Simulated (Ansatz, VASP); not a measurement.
This is a calculation of CoO for VASP 6.6.1.

INCAR

```
SYSTEM = CoO
  PREC = Accurate
  ENCUT = 520
  EDIFF = 1E-6
  ISMEAR = -1
  SIGMA = 0.05
  LREAL = .False.
  LASPH = .True.
  NELM = 150
  ALGO = Normal
  ISIF = 2
  LWAVE = .False.
  LCHARG = .False.
  ISPIN = 2
  MAGMOM = 3 0
  LORBIT = 11
  LMAXMIX = 4
  GGA = PE
  NBANDS = 18
```

File KPOINTS:

```
Automatic mesh
0
Gamma
  10 10 10
  0 0 0
```

The input POSCAR:

```
CoO
1.0
    0.0000000000      2.3436418400      2.3436418400
    2.3436418400      0.0000000000      2.3436418400
    2.3436418400      2.3436418400      0.0000000000
Co O
1 1
Direct
    0.0000000000      0.0000000000      0.0000000000
    0.2500000000      0.2500000000      0.2500000000
```

Potentials or basis: VASP PAW PBE potentials, release 64 (Co, O).

Launch:

```bash
$ cat potpaw_PBE.64/Co/POTCAR potpaw_PBE.64/O/POTCAR > POTCAR
$ mpirun -np 1 vasp_std > vasp.out
```

Problem. Set up the same calculation for Ansatz 0.2.0. Potentials there: all-electron LAPW, scalar-relativistic.

Solution. As run (the cutoff follows the program's own potentials):

File input.yaml:

```yaml
crystal:
  lattice:
    - [0.0, 2.34364184, 2.34364184]
    - [2.34364184, 0.0, 2.34364184]
    - [2.34364184, 2.34364184, 0.0]
  atoms:
    - { symbol: Co, position: [0.0, 0.0, 0.0], spin: 3.0 }
    - { symbol: O, position: [0.25, 0.25, 0.25] }
kpoints:
  mp_grid: { grid: [10, 10, 10] }
scf:
  occupations: { method: fermi_dirac, width: 0.05 }
hamiltonian:
  xc: pbe
  pseudopotentials: { kind: all_electron, lapw: { basis_error: 0.0005 } }
magnetization:
  spin_polarized: true
output:
  forces: true
  stress: true
  eigenvalues: true
```

Potentials or basis: all-electron LAPW, scalar-relativistic.

Command:

```console
$ ansatz run input.yaml --threads 2 --pin off --max-ram 6144MiB --backend cpu --events-out ev --progress --plain --runs-dir out
```

Both were run:

|  | VASP | Ansatz | Ansatz less VASP |
| --- | --- | --- | --- |
| gap on the k mesh at the Fermi level (eV) | none | none | - |
| pressure (GPa) | -12.2 | -12.0 | +0.23 |
| net moment per atom (μB) | 1.49 | 1.49 | +0.002 |
| size of the moment on the site where the two differ most (μB) | 0.32 | 0.33 | +0.009 |

Site moments also hang on the region over which each program counts them. A gap of «none» marks a metal or a gap that the smearing closes. Ansatz ran all-electron here, and VASP with PAW potentials.
